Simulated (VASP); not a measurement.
## C12N: single point with PBE+D3(BJ)

The system is C12N, a slab with vacuum.

```
C N
1.0
     4.93116    0.00000    0.00000
    -2.46558    6.78956    0.00000
     0.00000    0.00000   23.73593
C N
24 2
Direct
  0.25000 0.00000 0.16852
  0.25000 0.50000 0.16852
  0.75000 0.00000 0.16852
  0.75000 0.50000 0.16852
  0.00000 0.00000 0.19848
  0.00000 0.50000 0.19848
  0.50000 0.00000 0.19848
  0.50000 0.50000 0.19848
  0.00000 0.00000 0.25843
  0.00000 0.50000 0.25843
  0.50000 0.00000 0.25843
  0.50000 0.50000 0.25843
  0.25000 0.00000 0.28767
  0.25000 0.50000 0.28767
  0.75000 0.00000 0.28767
  0.75000 0.50000 0.28767
  0.25000 0.00000 0.35042
  0.25000 0.50000 0.35042
  0.75000 0.00000 0.35042
  0.75000 0.50000 0.35042
  0.00000 0.00000 0.37647
  0.00000 0.50000 0.37647
  0.50000 0.00000 0.37647
  0.50000 0.50000 0.37647
  0.12500 0.00000 0.50708
  0.12500 0.00000 0.55342
```

```
Program                : VASP 6.6.1
Task                   : single point
Functional             : PBE
Dispersion             : D3(BJ)
Potentials or basis    : VASP PAW PBE potentials, release 64 (C, N)
Cutoff                 : 520 eV
k mesh                 : 6 × 4 × 1
Occupations            : gaussian, width 0.05 eV
Spin                   : no spin polarisation
Dipole correction      : yes
Further INCAR settings : LREAL = Auto; ALGO = Normal; EDIFF = 1e-07; NBANDS = 72; ISYM = 0
```

| Property | Result |
| --- | --- |
| Largest force | 3.457 eV/Å |
| Band gap on the k mesh | zero (bands 53 and 54 overlap by 0.09 eV) |
| Dispersion energy per atom | -0.111 eV |

Forces in eV/Å, atoms in the order of the input:
```
C    0.012  0.000  1.815
C    0.000  0.001  1.834
C   -0.012  0.000  1.798
C    0.000 -0.001  1.834
C   -0.003  0.000 -3.419
C    0.000  0.000 -3.457
C    0.004  0.000 -3.404
C    0.000  0.000 -3.457
C   -0.024  0.000  1.553
C    0.000  0.001  1.583
C    0.024  0.000  1.577
C    0.000 -0.001  1.583
C   -0.026  0.000  0.038
C    0.000 -0.002 -0.003
C    0.024  0.000 -0.008
C    0.000  0.002 -0.003
C    0.004  0.000  0.200
C    0.000 -0.001 -0.017
C   -0.008  0.000 -0.065
C    0.000  0.001 -0.018
C   -0.111  0.000 -0.188
C    0.000 -0.004  0.067
C    0.084  0.000  0.106
C    0.000  0.004  0.067
N    0.047  0.000 -2.130
N   -0.015  0.000  2.116
```

Levels at points of the mesh, in eV from the Fermi level:
```
           k point  band 51  band 52  band 53  band 54  band 55  band 56
(0.00, 0.00, 0.00)    -0.30    -0.29    -0.08     0.49     0.49     0.52
(0.50, 0.00, 0.00)    -0.12    -0.06    -0.04     0.04     0.04     0.16
(0.00, 0.50, 0.00)    -0.29    -0.29    -0.28     0.50     0.52     0.67
(0.50, 0.50, 0.00)    -0.12    -0.06    -0.04     0.04     0.04     0.16
```

Run time: 21 min on 1 thread of Intel(R) Xeon(R) 6975P-C (Granite Rapids) (shared host), peak memory 1 GiB.

Caveat: the standard files for N, O and F lose accuracy on very short bonds.
